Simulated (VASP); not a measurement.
Wanted: the native input for a VASP 6.6.1 run.

```yaml
Task: single point
Functional: PBE
Potentials_or_basis: VASP PAW PBE potentials, release 64 (Y_sv)
Cutoff: 520 eV
k_mesh: 10 × 10 × 6
Occupations: methfessel-paxton, width 1 eV
Spin: no spin polarisation
Dipole_correction: no
Further_INCAR_settings: ALGO = Normal; EDIFF = 1e-06; NBANDS = 18
```

The structure of Y lies in POSCAR:

```
Y
1.0
    3.6535431712      0.0000000000      0.0000000000
   -1.8267715856      3.1640612001      0.0000000000
    0.0000000000      0.0000000000      5.6988610241
Y
2
Direct
    0.3333333333      0.6666666667      0.2500000000
    0.6666666667      0.3333333333      0.7500000000
```

The input as run:

INCAR

```
SYSTEM = Y
ALGO     = Normal         ! electronic algorithm
EDIFF    = 1E-6           ! SCF threshold, eV
ENCUT    = 520            ! plane-wave cutoff, eV
GGA      = PE             ! functional
ISIF     = 2              ! what is computed and relaxed
ISMEAR   = 1              ! smearing method
LASPH    = .TRUE.         ! aspherical terms in the spheres
LCHARG   = .TRUE.         ! write CHGCAR
LELF     = .TRUE.         ! ELF
LREAL    = .FALSE.        ! projectors in reciprocal space
LVHAR    = .TRUE.       
LWAVE    = .FALSE.        ! write WAVECAR
NBANDS   = 18             ! bands
NELM     = 80             ! most SCF steps
PREC     = Accurate       ! precision mode
SIGMA    = 1.0            ! smearing width, eV
```

KPOINTS

```
k-points
0
G
  10 10 6
  0 0 0
```

Potentials or basis: VASP PAW PBE potentials, release 64 (Y_sv).

Run with:

```console
$ cat potpaw_PBE.64/Y_sv/POTCAR > POTCAR
$ mpirun -np 1 vasp_std > vasp.out
```

Results of the run:

| Item | Value |
| --- | --- |
| Pressure | -0.1 GPa |
| Band gap on the k mesh | zero (bands 11 and 12 overlap by 1.44 eV) |

Caveat: so wide a smearing shifts energies and pressures.

Run time: 2.1 min on 1 thread of Intel Xeon 8259CL (shared host), peak memory 0.22 GiB.
